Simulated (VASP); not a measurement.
As: single point with LDA

The system is As.

```
As
1.0
     1.91768    1.10718    3.58298
    -1.91768    1.10718    3.58298
     0.00000   -2.21435    3.58298
As
2
Direct
  0.22600 0.22600 0.22600
  0.77400 0.77400 0.77400
```

- Program: VASP 6.6.1
- Task: single point
- Functional: LDA
- Potentials or basis: VASP PAW LDA potentials, release 64 (As_d)
- Cutoff: 600 eV
- k mesh: 9 × 9 × 9
- Occupations: fermi-dirac, width 0.05 eV
- Spin: no spin polarisation
- Dipole correction: no
- Second run: valence_matched
- Further INCAR settings: ALGO = Normal; EDIFF = 1e-06; NBANDS = 22

```yaml
Pressure: -5.0 GPa
Largest_force: 0.067 eV/Å
Band_gap_on_the_k_mesh: zero (band 15 reaches 3.13 eV, above the bottom of band 16 at 3.05 eV)
```

Forces in eV/Å, atoms in the order of the input:
```
As   0.000  0.000 -0.067
As   0.000  0.000  0.067
```

Stress tensor (GPa, compression positive):
```
-5.25  0.00  0.00
 0.00 -5.25  0.00
 0.00  0.00 -4.38
```

Levels at points of the mesh, in eV from the Fermi level:
| k point | band 13 | band 14 | band 15 | band 16 | band 17 | band 18 |
| --- | --- | --- | --- | --- | --- | --- |
| (0.00, 0.00, 0.00) | -2.20 | -1.81 | -1.81 | 1.65 | 2.86 | 2.86 |

Wall time 32 s on 1 thread of Intel(R) Xeon(R) 6975P-C (Granite Rapids), on a shared host, peak memory 0.22 GiB.
